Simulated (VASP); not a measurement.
# Y (Im-3m) in VASP: notebook, part 2 of 2

VASP 6.6.1. Earlier steps stand in the parts before.

**3. Single point, r2SCAN**

This run uses another cell than the first one, of 33.73 Å³/atom, 1.042 times its volume.

POSCAR reads:

```
Y
1.0
   -2.0353616047      2.0353616047      2.0353616047
    2.0353616047     -2.0353616047      2.0353616047
    2.0353616047      2.0353616047     -2.0353616047
Y
1
Direct
    0.0000000000      0.0000000000      0.0000000000
```

INCAR.step1 reads:

```
SYSTEM = Y
ALGO = Normal ; EDIFF = 1E-4
ENCUT = 520 ; GGA = PE
ISMEAR = -1 ; LASPH = .True.
LCHARG = .False. ; LREAL = .False.
LWAVE = .True. ; NBANDS = 12
NELM = 60 ; PREC = Accurate
SIGMA = 0.1
```

INCAR.step2 reads:

```
SYSTEM = Y
ALGO = Normal ; EDIFF = 1E-7
ENCUT = 520 ; ISIF = 2
ISMEAR = -1 ; ISTART = 1
LASPH = .True. ; LCHARG = .False.
LMIXTAU = .True. ; LREAL = .False.
LWAVE = .False. ; METAGGA = R2SCAN
NBANDS = 12 ; NELM = 60
PREC = Accurate ; SIGMA = 0.1
```

KPOINTS reads:

```
k-points
0
Gamma
  12 12 12
  0 0 0
```

Potentials or basis: VASP PAW PBE potentials, release 64 (Y_sv).

Run with:

```console
$ cat potpaw_PBE.64/Y_sv/POTCAR > POTCAR
$ cp INCAR.step1 INCAR
$ mpirun -np 1 vasp_std > vasp.out
$ cp INCAR.step2 INCAR
$ mpirun -np 1 vasp_std > vasp.out
```

OUTCAR:

```text
SYSTEM = Y
   EDIFF = 1E-7
   ENCUT = 520
   ISIF = 2
   ISMEAR = -1
   ISTART = 1
   LASPH = .True.
   LREAL = .False.
   METAGGA = R2SCAN
   NELM = 60
   PREC = Accurate

 ion  position               nearest neighbor table
   1  0.000  0.000  0.000-

  LATTYP: Found a body centered cubic cell.
 ALAT       =     4.0707232094

  Lattice vectors:

 A1 = (  -2.0353616047,   2.0353616047,   2.0353616047)
 A2 = (   2.0353616047,  -2.0353616047,   2.0353616047)
 A3 = (   2.0353616047,   2.0353616047,  -2.0353616047)

Analysis of symmetry for initial positions (statically):
=====================================================================
 Subroutine PRICEL returns:
 Original cell was already a primitive cell.

 Routine SETGRP: Setting up the symmetry group for a
 body centered cubic supercell.

 Subroutine GETGRP returns: Found 48 space group operations
 (whereof 48 operations were pure point group operations)
 out of a pool of 48 trial point group operations.

The static configuration has the point symmetry O_h .

Analysis of symmetry for dynamics (positions and initial velocities):
[... 167 lines left out ...]
      2     -20.4512      2.00000
      3     -20.4512      2.00000
      4     -20.4512      2.00000
      5      -1.9430      2.00000
      6       5.0111      0.00000
      7       5.0111      0.00000
      8       5.0111      0.00000
      9       6.8144      0.00000
     10       6.8144      0.00000
     11      13.6525      0.00000
     12      13.6525      0.00000
[... 331 lines left out ...]
 k-point    24 :       0.4167    0.0833    0.0833
  band No.  band energies     occupation
      1     -41.3349      2.00000
      2     -20.9351      2.00000
      3     -20.6384      2.00000
      4     -20.4885      2.00000
      5       1.4358      2.00000
      6       3.2694      0.21701
      7       3.3862      0.07292
      8       6.9555      0.00000
      9       7.4409      0.00000
     10       9.4991      0.00000
     11      10.6526      0.00000
     12      11.8007      0.00000

 [... further k-points ...]

------------------------ aborting loop because EDIFF is reached ----------------------------------------

  FORCE on cell =-STRESS in cart. coord.  units (eV):
  Direction    XX          YY          ZZ          XY          YZ          ZX
  --------------------------------------------------------------------------------------
  -------------------------------------------------------------------------------------
  Total        0.0115780      0.0115780      0.0115780      0.0000000     -0.0000000      0.0000000
  in kB        0.5499944      0.5499944      0.5499944      0.0000000     -0.0000000      0.0000000
  external PRESSURE =       0.5499944 kB  Pullay stress =       0.0000000 kB

 VOLUME and BASIS-vectors are now :
 -----------------------------------------------------------------------------
  energy-cutoff  :      520.00
  volume of cell :       33.73
      direct lattice vectors                 reciprocal lattice vectors
    -2.035361605  2.035361605  2.035361605     0.000000000  0.245656594  0.245656594
     2.035361605 -2.035361605  2.035361605     0.245656594  0.000000000  0.245656594
     2.035361605  2.035361605 -2.035361605     0.245656594  0.245656594  0.000000000

 POSITION                                       TOTAL-FORCE (eV/Angst)
 -----------------------------------------------------------------------------------
      0.00000      0.00000      0.00000        -0.000000     -0.000000     -0.000000
 -----------------------------------------------------------------------------------
    total drift:                               -0.000000     -0.000000     -0.000000

  FREE ENERGIE OF THE ION-ELECTRON SYSTEM (eV)
  ---------------------------------------------------
  free  energy   TOTEN  =       -20.2105230286 eV

  energy  without entropy=      -20.1391866708  energy(sigma->0) =      -20.17485485
```

OUTCAR.step1:

```text
SYSTEM = Y
   EDIFF = 1E-4
   ENCUT = 520
   GGA = PE
   ISMEAR = -1
[... 576 lines left out ...]

 POSITION                                       TOTAL-FORCE (eV/Angst)
 -----------------------------------------------------------------------------------
      0.00000      0.00000      0.00000        -0.000000      0.000000      0.000000
 -----------------------------------------------------------------------------------
    total drift:                                0.000000     -0.000000     -0.000000

  FREE ENERGIE OF THE ION-ELECTRON SYSTEM (eV)
  ---------------------------------------------------
  free  energy   TOTEN  =        -6.3487943512 eV

  energy  without entropy=       -6.2676300239  energy(sigma->0) =       -6.30821219
```

Run time: 3.8 min. Hardware: 1 thread of Intel Xeon Platinum 8259CL at 2.50GHz (Skylake/Cascade Lake), shared host; peak memory 0.19 GiB.

What came out:

```
Free energy : -20.2105 eV
Pressure    : 0.1 GPa
```

Levels at points of the mesh, in eV from the Fermi level:
| k point | band 2 | band 3 | band 4 | band 5 | band 6 | band 7 | band 8 | band 9 |
| --- | --- | --- | --- | --- | --- | --- | --- | --- |
| (0.00, 0.00, 0.00) | -23.51 | -23.51 | -23.51 | -5.00 | 1.95 | 1.95 | 1.95 | 3.76 |
| (0.50, 0.00, 0.00) | -24.03 | -23.67 | -23.51 | -1.98 | 0.38 | 0.51 | 3.74 | 4.36 |
| (0.50, 0.50, 0.50) | -23.87 | -23.87 | -23.87 | -1.52 | -1.52 | 5.49 | 5.49 | 5.49 |

Caveat: the PAW data sets were made with another functional, which shifts forces and pressure a little.

**4. Single point, r2SCAN (volume scaled by 1.04)**

POSCAR reads:

```
Y
1.0
   -2.0621457500      2.0621457500      2.0621457500
    2.0621457500     -2.0621457500      2.0621457500
    2.0621457500      2.0621457500     -2.0621457500
Y
1
Direct
    0.0000000000      0.0000000000      0.0000000000
```

INCAR.step1 reads:

```
SYSTEM = Y
PREC = Accurate
ENCUT = 520
ISMEAR = -1
SIGMA = 0.1
LREAL = .False.
LASPH = .True.
NELM = 60
NBANDS = 12
GGA = PE
ALGO = Normal
EDIFF = 1E-4
LWAVE = .True.
LCHARG = .False.
```

INCAR.step2 reads:

```
SYSTEM = Y
PREC = Accurate
ENCUT = 520
EDIFF = 1E-6
ISMEAR = -1
SIGMA = 0.1
LREAL = .False.
LASPH = .True.
NELM = 60
ALGO = Normal
ISIF = 2
LWAVE = .False.
LCHARG = .False.
METAGGA = R2SCAN
LMIXTAU = .True.
NBANDS = 12
ISTART = 1
```

KPOINTS reads:

```
regular mesh
0
Gamma
  12 12 12
  0 0 0
```

Run with:

```console
$ cat potpaw_PBE.64/Y_sv/POTCAR > POTCAR
$ cp INCAR.step1 INCAR
$ mpirun -np 1 vasp_std > vasp.out
$ cp INCAR.step2 INCAR
$ mpirun -np 1 vasp_std > vasp.out
```

Run time: 2.2 min. Hardware: 1 thread of Intel Xeon Platinum 8259CL at 2.50GHz (Skylake/Cascade Lake), shared host; peak memory 0.19 GiB.

The run converged. Its results:

```
Free energy : -20.2049 eV
Pressure    : -1.3 GPa
```

Levels at points of the mesh, in eV from the Fermi level:
```
           k point  band 2  band 3  band 4  band 5  band 6  band 7  band 8  band 9
(0.00, 0.00, 0.00)  -23.63  -23.63  -23.63   -4.93    1.91    1.91    1.91    3.64
(0.50, 0.00, 0.00)  -24.09  -23.78  -23.64   -1.91    0.41    0.41    3.61    4.20
(0.50, 0.50, 0.50)  -23.95  -23.95  -23.95   -1.40   -1.40    5.28    5.28    5.28
```

Caveat: the cell differs from its parent crystal (volume scaled by 1.04); the PAW data sets were made with another functional, which shifts forces and pressure a little.

**5. The runs side by side**

```tsv
cell	gap on the mesh (eV)	pressure (GPa)
a = 3.478 Å, angles 109.5°, 1 atom	none	1.7
a = 3.525 Å, angles 109.5°, 1 atom	none	0.1
a = 3.572 Å, angles 109.5°, 1 atom	none	-1.3
```

Alike in all rows: task single point; level r2SCAN; potentials or basis VASP PAW PBE potentials, release 64 (Y_sv); no spin polarisation; k mesh 12 × 12 × 12; cutoff (eV) 520; smearing fermi-dirac 0.1 eV.

Caveats: the PAW data sets were made with another functional, which shifts forces and pressure a little.

Absolute energies hang on the potentials; compare differences alone.
